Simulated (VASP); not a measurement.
# Ti4HC5 in VASP: single point with r2SCAN

Aim: the single point of Ti4HC5 with r2SCAN.

Everything below comes from runs of VASP 6.6.1. Logs are shortened: lines on timing, memory, paths and dates and some standing lists are left out, and cuts for length are marked.

## 1. The cell of the first run

The cell holds a slab with vacuum, 10 atoms: a = 3.060 Å, b = 3.060 Å, c = 26.592 Å, α = 90.00°, β = 90.00°, γ = 90.00°.

## 2. Single point, r2SCAN

POSCAR

```
Ti4HC5
1.0
    3.0603581490      0.0000000000      0.0000000000
    0.0000000000      3.0603581490      0.0000000000
    0.0000000000      0.0000000000     26.5920000000
Ti C H
4 5 1
Direct
    0.5000000000      0.5000000000      0.3196450060
    0.0000000000      0.0000000000      0.4010228640
    0.5000000000      0.5000000000      0.4795911946
    0.0000000000      0.0000000000      0.5607475817
    0.0000000000      0.0000000000      0.3196450060
    0.5000000000      0.5000000000      0.4010228640
    0.0000000000      0.0000000000      0.4826514708
    0.5000000000      0.5000000000      0.5818010365
    0.0000000000      0.5000000000      0.6115745621
    0.0000000000      0.5000000000      0.6523257039
```

INCAR.step1

```
  PREC = Accurate
  ENCUT = 520
  ISMEAR = 0
  SIGMA = 0.1
  LREAL = F
  LASPH = T
  NELM = 100
  LDIPOL = T
  IDIPOL = 3
  DIPOL = 0.5 0.5 0.481
  NBANDS = 46
  GGA = PE
  ALGO = Normal
  EDIFF = 1E-4
  LWAVE = T
  LCHARG = F
```

INCAR.step2

```
  PREC = Accurate
  ENCUT = 520
  EDIFF = 1E-6
  ISMEAR = 0
  SIGMA = 0.1
  LREAL = F
  LASPH = T
  NELM = 100
  ALGO = Normal
  ISIF = 2
  LWAVE = F
  LCHARG = T
  LDIPOL = T
  IDIPOL = 3
  DIPOL = 0.5 0.5 0.481
  METAGGA = R2SCAN
  LMIXTAU = T
  LELF = T
  LVHAR = T
  LVACPOTAV = T
  NBANDS = 46
  ISTART = 1
```

KPOINTS

```
Automatic mesh
0
Gamma
  9 9 1
```

Potentials or basis: VASP PAW PBE potentials, release 64 (Ti_sv, C, H).

Launch:

```console
cat potpaw_PBE.64/Ti_sv/POTCAR potpaw_PBE.64/C/POTCAR potpaw_PBE.64/H/POTCAR > POTCAR
cp INCAR.step1 INCAR
mpirun -np 1 vasp_std > vasp.out
cp INCAR.step2 INCAR
mpirun -np 1 vasp_std > vasp.out
```

OUTCAR:

```text
PREC = Accurate
   ENCUT = 520
   EDIFF = 1E-6
   ISMEAR = 0
   LREAL = F
   LASPH = T
   NELM = 100
   ISIF = 2
   METAGGA = R2SCAN
   ISTART = 1

 ion  position               nearest neighbor table
   1  0.500  0.500  0.320-   6 2.16   5 2.16   5 2.16   5 2.16   5 2.16
   2  0.000  0.000  0.401-   5 2.16   6 2.16   6 2.16   6 2.16   6 2.16   7 2.17
   3  0.500  0.500  0.480-   6 2.09   7 2.17   7 2.17   7 2.17   7 2.17
   4  0.000  0.000  0.561-   9 2.04   9 2.04   7 2.08   8 2.24   8 2.24   8 2.24   8 2.24
   5  0.000  0.000  0.320-   2 2.16   1 2.16   1 2.16   1 2.16   1 2.16
   6  0.500  0.500  0.401-   3 2.09   1 2.16   2 2.16   2 2.16   2 2.16   2 2.16
   7  0.000  0.000  0.483-   4 2.08   3 2.17   3 2.17   3 2.17   3 2.17   2 2.17
   8  0.500  0.500  0.582-   9 1.72   9 1.72   4 2.24   4 2.24   4 2.24   4 2.24
   9  0.000  0.500  0.612-  10 1.08   8 1.72   8 1.72   4 2.04   4 2.04
  10  0.000  0.500  0.652-   9 1.08

  LATTYP: Found a simple tetragonal cell.
 ALAT       =     3.0603581490
 C/A-ratio  =     8.6891790782

  Lattice vectors:

 A1 = (   3.0603581490,   0.0000000000,   0.0000000000)
 A2 = (   0.0000000000,   3.0603581490,   0.0000000000)
 A3 = (   0.0000000000,   0.0000000000,  26.5920000000)

Analysis of symmetry for initial positions (statically):
=====================================================================
 Subroutine PRICEL returns:
 Original cell was already a primitive cell.

 Routine SETGRP: Setting up the symmetry group for a
 simple tetragonal supercell.

 Subroutine GETGRP returns: Found  4 space group operations
 (whereof  4 operations were pure point group operations)
 out of a pool of 16 trial point group operations.

The static configuration has the point symmetry C_2v.

Analysis of symmetry for dynamics (positions and initial velocities):
=====================================================================
 Subroutine PRICEL returns:
 Original cell was already a primitive cell.

 Routine SETGRP: Setting up the symmetry group for a
 simple tetragonal supercell.

 Subroutine GETGRP returns: Found  4 space group operations
 (whereof  4 operations were pure point group operations)
 out of a pool of 16 trial point group operations.

The dynamic configuration has the point symmetry C_2v.

 Subroutine INISYM returns: Found  4 space group operations
 (whereof  4 operations are pure point group operations),
 and found     1 'primitive' translations

----------------------------------------------------------------------------------------

                                     Primitive cell

  volume of cell :     249.0551

  direct lattice vectors                    reciprocal lattice vectors
     3.060358149  0.000000000  0.000000000     0.326759141  0.000000000  0.000000000
     0.000000000  3.060358149  0.000000000     0.000000000  0.326759141  0.000000000
     0.000000000  0.000000000 26.592000000     0.000000000  0.000000000  0.037605295

  length of vectors
     3.060358149  3.060358149 26.592000000     0.326759141  0.326759141  0.037605295

  position of ions in fractional coordinates (direct lattice)
     0.500000000  0.500000000  0.319645006
     0.000000000  0.000000000  0.401022864
     0.500000000  0.500000000  0.479591195
     0.000000000  0.000000000  0.560747582
     0.000000000  0.000000000  0.319645006
     0.500000000  0.500000000  0.401022864
     0.000000000  0.000000000  0.482651471
     0.500000000  0.500000000  0.581801037
     0.000000000  0.500000000  0.611574562
     0.000000000  0.500000000  0.652325704

  ion indices of the primitive-cell ions
   primitive index   ion index
                 1           1
                 2           2
                 3           3
                 4           4
                 5           5
                 6           6
                 7           7
                 8           8
                 9           9
                10          10

----------------------------------------------------------------------------------------

 KPOINTS: Automatic mesh

Automatic generation of k-mesh.
 Grid dimensions read from file:
 generate k-points for:    9    9    1

 Generating k-lattice:

  Cartesian coordinates                     Fractional coordinates (reciprocal lattice)
     0.036306571  0.000000000  0.000000000     0.111111111  0.000000000  0.000000000
     0.000000000  0.036306571  0.000000000     0.000000000  0.111111111  0.000000000
     0.000000000  0.000000000  0.037605295     0.000000000  0.000000000  1.000000000

  Length of vectors
     0.036306571  0.036306571  0.037605295

  Shift w.r.t. Gamma in fractional coordinates (k-lattice)
     0.000000000  0.000000000  0.000000000

 Subroutine IBZKPT returns following result:
 ===========================================

 Found     25 irreducible k-points:

 Following reciprocal coordinates:
            Coordinates               Weight
  0.000000  0.000000  0.000000      1.000000
  0.111111  0.000000  0.000000      2.000000
  0.000000  0.111111  0.000000      2.000000
  0.222222  0.000000  0.000000      2.000000
  0.000000  0.222222  0.000000      2.000000
  0.333333  0.000000  0.000000      2.000000
[... 16 lines left out ...]
  0.444444  0.333333  0.000000      4.000000
 -0.333333  0.444444  0.000000      4.000000
   k-points           NKPTS =     25   k-points in BZ     NKDIM =     25   number of bands    NBANDS=     46
   number of dos      NEDOS =    301   number of ions     NIONS =     10
   total plane-waves  NPLWV = 115200
   dimension x,y,z NGX =    24 NGY =   24 NGZ =  200
   dimension x,y,z NGXF=    48 NGYF=   48 NGZF=  400
   ions per type =               4   5   1
   NGX,Y,Z   is equivalent  to a cutoff of  13.04, 13.04, 12.50 a.u.
   NGXF,Y,Z  is equivalent  to a cutoff of  26.07, 26.07, 25.01 a.u.
 SYSTEM =  unknown system
   PREC   = accura    normal or accurate (medium, high low for compatibility)
   ISTART =      1    job   : 0-new  1-cont  2-samecut
   ICHARG =      0    charge: 1-file 2-atom 10-const
   ISPIN  =      1    spin polarized calculation?
   LNONCOLLINEAR =      F non collinear calculations
   LSORBIT =      F    spin-orbit coupling
   LASPH  =      T    aspherical Exc in radial PAW
   ENCUT  =  520.0 eV  38.22 Ry    6.18 a.u.   5.69  5.69 49.44*2*pi/ulx,y,z
   NELM   =    100;   NELMIN=  2; NELMDL=  0     # of ELM steps
   EDIFF  = 0.1E-05   stopping-criterion for ELM
   LREAL  =      F    real-space projection
   EDIFFG = 0.1E-04   stopping-criterion for IOM
   NSW    =      0    number of steps for IOM
   IBRION =     -1    ionic relax: 0-MD 1-quasi-New 2-CG
   NFREE  =      0    steps in history (QN), initial steepest desc. (CG)
   ISIF   =      2    stress and relaxation
   ISYM   =      2    0-nonsym 1-usesym 2-fastsym
   POTIM  = 0.5000    time-step for ionic-motion
   TEBEG  =    0.0;   TEEND  =   0.0 temperature during run
   PSTRESS=    0.0 pullay stress
   NELECT =      69.0000    total number of electrons
   NUPDOWN=      -1.0000    fix difference up-down
   EMIN   =  10.00;   EMAX   =-10.00  energy-range for DOS
   EFERMI =   0.00;   METHOD = LEGACY
   ISMEAR =     0;   SIGMA  =   0.10  broadening in eV -4-tet -1-fermi 0-gaus
   EFERMI_NEDOS =   21; number of points for ismear=-14 and -15
   IALGO  =     38    algorithm
   IMIX   =      4    mixing-type and parameters
     AMIX     =   0.40;   BMIX     =  1.00
     AMIX_MAG =   1.60;   BMIX_MAG =  1.00
  volume/ion in A,a.u.               =      24.91       168.07
  Fermi-wavevector in a.u.,A,eV,Ry     =   1.067233  2.016778 15.496857  1.138987
  Thomas-Fermi vector in A             =   2.202843
   LORBIT       =      0    0 simple, 1 ext, 2 COOP (PROOUT), +10 PAW based schemes
   METAGGA = R2SCAN    functional components
   LHFCALC =     F    Hartree Fock is set to
   AEXX    =    0.0000 exact exchange contribution
   IVDW    =     0    specifies the selected vdW correction
   LEPSILON=     F    determine dielectric tensor
   LRPA    =     F    only Hartree local field effects (RPA)
 non-spin polarized calculation
 Gauss-broadening in eV      SIGMA  =   0.10
  energy-cutoff  :      520.00
  volume of cell :      249.06
 maximum number of plane-waves:      6760
   NGX = 11   NGY = 11   NGZ = 99

 number of electron      69.0000020 magnetization

 dipolmoment           0.000000      0.000000     -0.063394 electrons x Angstroem

 Free energy of the ion-electron system (eV)
  ---------------------------------------------------
  ext. energy  EPLUGINS =         0.00000000
  ---------------------------------------------------
  free energy    TOTEN  =      -108.91228611 eV

  energy without entropy =     -108.89449914  energy(sigma->0) =     -108.90339262

 E-fermi :   1.2770     XC(G=0):  -5.4819

 val. band max:        1.2592921669   @ k =   0.4444   0.3333   0.0000
 cond. band min:       1.3192869536   @ k =   0.4444   0.4444   0.0000
 fundamental gap:      0.0599947867
 Fermi energy:         1.2770223985

 k-point     1 :       0.0000    0.0000    0.0000
  band No.  band energies     occupation
      1     -58.1384      2.00000
      2     -57.9551      2.00000
      3     -57.7635      2.00000
      4     -57.7107      2.00000
      5     -33.4675      2.00000
      6     -33.4248      2.00000
[... 38 lines left out ...]
     45       3.8630      0.00000
     46       3.8869      0.00000

 k-point     2 :       0.1111    0.0000    0.0000
  band No.  band energies     occupation
      1     -58.1351      2.00000
      2     -57.9520      2.00000
      3     -57.7596      2.00000
      4     -57.7093      2.00000
      5     -33.4618      2.00000
      6     -33.4202      2.00000
[... 38 lines left out ...]
     45       4.4016      0.00000
     46       4.5876      0.00000

 k-point     3 :       0.0000    0.1111    0.0000
  band No.  band energies     occupation
      1     -58.1346      2.00000
      2     -57.9519      2.00000
      3     -57.7596      2.00000
      4     -57.7093      2.00000
      5     -33.4730      2.00000
      6     -33.4587      2.00000
[... 38 lines left out ...]
     45       4.1798      0.00000
     46       4.5104      0.00000

 k-point     4 :       0.2222    0.0000    0.0000
  band No.  band energies     occupation
      1     -58.1265      2.00000
      2     -57.9440      2.00000
      3     -57.7493      2.00000
      4     -57.7061      2.00000
      5     -33.4526      2.00000
      6     -33.4086      2.00000
[... 920 lines left out ...]
     45       5.0471      0.00000
     46       5.3279      0.00000

 k-point    23 :       0.4444    0.3333    0.0000
  band No.  band energies     occupation
      1     -58.0887      2.00000
      2     -57.9100      2.00000
      3     -57.7077      2.00000
      4     -57.6850      2.00000
      5     -33.6435      2.00000
      6     -33.4865      2.00000
[... 38 lines left out ...]
     45       5.0165      0.00000
     46       5.1297      0.00000

 k-point    24 :      -0.3333    0.4444    0.0000
  band No.  band energies     occupation
      1     -58.0878      2.00000
      2     -57.9099      2.00000
      3     -57.7077      2.00000
      4     -57.6850      2.00000
      5     -33.7264      2.00000
      6     -33.4404      2.00000
[... 38 lines left out ...]
     45       5.0310      0.00000
     46       5.1474      0.00000

 [... further k-points ...]

------------------------ aborting loop because EDIFF is reached ----------------------------------------

  FORCE on cell =-STRESS in cart. coord.  units (eV):
  Direction    XX          YY          ZZ          XY          YZ          ZX
  --------------------------------------------------------------------------------------
  -------------------------------------------------------------------------------------
  Total      -12.7848361      4.2015629     -0.9064526      0.0000000      0.0000000      0.0000000
  in kB      -82.2451385     27.0287486     -5.8312298      0.0000000      0.0000000      0.0000000
  external PRESSURE =     -20.3492065 kB  Pullay stress =       0.0000000 kB

 VOLUME and BASIS-vectors are now :
 -----------------------------------------------------------------------------
  energy-cutoff  :      520.00
  volume of cell :      249.06
      direct lattice vectors                 reciprocal lattice vectors
     3.060358149  0.000000000  0.000000000     0.326759141  0.000000000  0.000000000
     0.000000000  3.060358149  0.000000000     0.000000000  0.326759141  0.000000000
     0.000000000  0.000000000 26.592000000     0.000000000  0.000000000  0.037605295

 POSITION                                       TOTAL-FORCE (eV/Angst)
 -----------------------------------------------------------------------------------
      1.53018      1.53018      8.50000         0.000000      0.000000      1.641362
      0.00000      0.00000     10.66400         0.000000      0.000000     -0.224284
      1.53018      1.53018     12.75329         0.000000      0.000000      0.051449
      0.00000      0.00000     14.91140         0.000000      0.000000     -0.024673
      0.00000      0.00000      8.50000         0.000000      0.000000     -1.067727
      1.53018      1.53018     10.66400         0.000000      0.000000     -0.429836
      0.00000      0.00000     12.83467         0.000000      0.000000     -0.006150
      1.53018      1.53018     15.47125         0.000000      0.000000     -0.008139
      0.00000      1.53018     16.26299         0.000000      0.000000      0.012439
      0.00000      1.53018     17.34665         0.000000      0.000000      0.055559
 -----------------------------------------------------------------------------------
    total drift:                                0.000000      0.000000     -0.002911

  FREE ENERGIE OF THE ION-ELECTRON SYSTEM (eV)
  ---------------------------------------------------
  free  energy   TOTEN  =      -108.9122861057 eV

  energy  without entropy=     -108.8944991419  energy(sigma->0) =     -108.90339262

 vacuum level on the upper side and lower side of the slab         4.122         5.347
```

It took 23 min on 1 thread of AMD EPYC 9R45 (Zen 5), shared host; peak memory 0.49 GiB.

What came out:

```yaml
Free_energy: -108.9123 eV
Largest_force: 1.641 eV/Å
Band_gap_on_the_k_mesh: zero (an odd number of electrons rules out a gap without spin polarisation)
```

Forces on the atoms (eV/Å):
```
Ti   0.000  0.000  1.641
Ti   0.000  0.000 -0.224
Ti   0.000  0.000  0.051
Ti   0.000  0.000 -0.025
C    0.000  0.000 -1.068
C    0.000  0.000 -0.430
C    0.000  0.000 -0.006
C    0.000  0.000 -0.008
C    0.000  0.000  0.012
H    0.000  0.000  0.056
```

Caveat: the PAW data sets were made with another functional, which shifts forces and pressure a little.

The gap in the log of VASP goes by the Fermi energy; the results here count the filled bands.